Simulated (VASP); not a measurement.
Set up this calculation in VASP 6.6.1, as the native input.

* Task: single point
* Functional: PBE
* Potentials or basis: VASP PAW PBE potentials, release 64 (Cu, O)
* Cutoff: 520 eV
* k mesh: 4 × 4 × 4
* Occupations: gaussian, width 0.1 eV
* Spin: collinear spin, ferromagnetic start
* Starting moments: [1.0, 1.0, 1.0, 1.0, 0.0] μB
* Dipole correction: no
* Further INCAR settings: ALGO = Normal; EDIFF = 1e-06; NBANDS = 37

The structure of Cu4O lies in POSCAR:

```
Cu4O
1.0
    3.9391120500      0.0000000000      0.0000000000
    0.0000000000      3.9391120500      0.0000000000
    0.0000000000      0.0000000000      3.9391120500
Cu O
4 1
Direct
    0.0000000000      0.0000000000      0.0000000000
    0.5000000000      0.5000000000      0.0000000000
    0.5000000000      0.0000000000      0.5000000000
    0.0000000000      0.5000000000      0.5000000000
    0.5000000000      0.5000000000      0.5000000000
```

The input as run:

INCAR

```
PREC = Accurate
ENCUT = 520
EDIFF = 1E-6
ISMEAR = 0
SIGMA = 0.1
LREAL = False
LASPH = True
NELM = 150
ALGO = Normal
ISIF = 2
LWAVE = False
LCHARG = False
ISPIN = 2
MAGMOM = 1 1 1 1 0
LORBIT = 11
LMAXMIX = 4
GGA = PE
NBANDS = 37
```

KPOINTS

```
regular mesh
0
Gamma
  4 4 4
```

Potentials or basis: VASP PAW PBE potentials, release 64 (Cu, O).

Command:

```sh
$ cat potpaw_PBE.64/Cu/POTCAR potpaw_PBE.64/O/POTCAR > POTCAR
$ mpirun -np 1 vasp_std > vasp.out
```

Results of the run:

```
Pressure                                              : 3.0 GPa
Band gap on the k mesh                                : zero (filled and empty bands overlap)
Net moment                                            : 0.00 μB per cell
Valence electrons inside the program's atomic spheres : Cu 9.85, 9.91; O 5.00
```

Caveat: the k points lie up to 0.40 Å⁻¹ apart.

Wall time 24 s on 1 thread of Intel(R) Xeon(R) 6975P-C (Granite Rapids), on a shared host, peak memory 0.2 GiB.
